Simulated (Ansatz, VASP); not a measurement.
## Two plane-wave programs on N

```xyz
4
Lattice="3.5793 0.0000 0.0000 -1.7896 3.0997 0.0000 0.0000 0.0000 7.6410" Properties=species:S:1:pos:R:3 pbc="T T T"
N     0.0000    2.0665    2.4572
N     0.0000    2.0665    1.3633
N     1.7896    1.0332    6.2777
N     1.7896    1.0332    5.1838
```

Alike in both runs: task single point; functional HSE06; k mesh 6 × 6 × 2; occupations fermi-dirac, width 0.2 eV; no spin polarisation.

```csv
,VASP,Ansatz
version,VASP 6.6.1,Ansatz 0.2.0
potentials or method,"VASP PAW PBE potentials, release 64 (N)",plane waves
plane-wave cutoff (eV),520,420
valence electrons in the cell,20,20
```

|  | VASP | Ansatz | Ansatz less VASP |
| --- | --- | --- | --- |
| gap on the k mesh at the Fermi level (eV) | 9.31 | 9.37 | +0.067 |
| pressure (GPa) | 2.5 | -0.3 | -2.86 |
| traceless stress, the component that is largest in VASP (GPa) | 3.83 | -2.41 | -6.246 |
| rms of the force components (eV/Å) | 0.865 | 0.465 | -0.4007 |

Atom by atom the forces differ by 1.330 eV/Å (rms over components). Ansatz's warnings: stress exchange threshold loose, stress scf threshold loose.

Noted on VASP's run: the standard files for N, O and F lose accuracy on very short bonds.
